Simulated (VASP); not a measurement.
Wanted: the native input for a VASP 6.6.1 run.

```yaml
Task: single point
Functional: PBE
Potentials_or_basis: VASP PAW PBE potentials, release 64 (Mo_sv)
Cutoff: 400 eV
k_mesh: 8 × 8 × 1
Occupations: methfessel-paxton, width 0.1 eV
Spin: no spin polarisation
Dipole_correction: yes
Further_INCAR_settings: ALGO = Normal; EDIFF = 1e-06; NBANDS = 66; NELMDL = -8
```

The structure of Mo lies in POSCAR:

```
Mo
1.0
    4.2272125009      0.0000000000      0.0000000000
    0.0000000000      4.2272125009      0.0000000000
    0.0000000000      0.0000000000     29.1035349734
Mo
8
Direct
    0.0000000000      0.0000000000      0.6048435752
    0.5000000000      0.5000000000      0.5883183203
    0.0000000000      0.5000000000      0.6525052043
    0.5000000000      0.0000000000      0.6525052043
    0.0000000000      0.0000000000      0.7114199190
    0.5000000000      0.5000000000      0.7117871207
    0.0000000000      0.5000000000      0.7631230091
    0.5000000000      0.0000000000      0.7631230091
```

The input as run:

INCAR

```
PREC     = Accurate       # precision mode
ENCUT    = 400            # plane-wave cutoff, eV
EDIFF    = 1E-6           # SCF threshold, eV
ISMEAR   = 1              # smearing method
SIGMA    = 0.1            # smearing width, eV
LREAL    = F              # projectors in reciprocal space
LASPH    = T              # aspherical terms in the spheres
NELM     = 120            # most SCF steps
ALGO     = Normal         # electronic algorithm
ISIF     = 2              # what is computed and relaxed
LWAVE    = F              # write WAVECAR
LCHARG   = F              # write CHGCAR
LDIPOL   = T            
IDIPOL   = 3            
DIPOL    = 0.5 0.5 0.681
GGA      = PE             # functional
NBANDS   = 66             # bands
GGA_COMPAT= F            
NELMDL   = -8
```

KPOINTS

```
regular mesh
0
Gamma
  8 8 1
```

Potentials or basis: VASP PAW PBE potentials, release 64 (Mo_sv).

Command:

```bash
$ cat potpaw_PBE.64/Mo_sv/POTCAR > POTCAR
$ mpirun -np 1 vasp_std > vasp.out
```

It gave:

```
Largest force          : 2.012 eV/Å
Band gap on the k mesh : zero (bands 56 and 57 overlap by 0.52 eV)
```

Wall time 22 min on 1 thread of Oxide Virtual Turin-like Processor, on a shared host, peak memory 0.48 GiB.
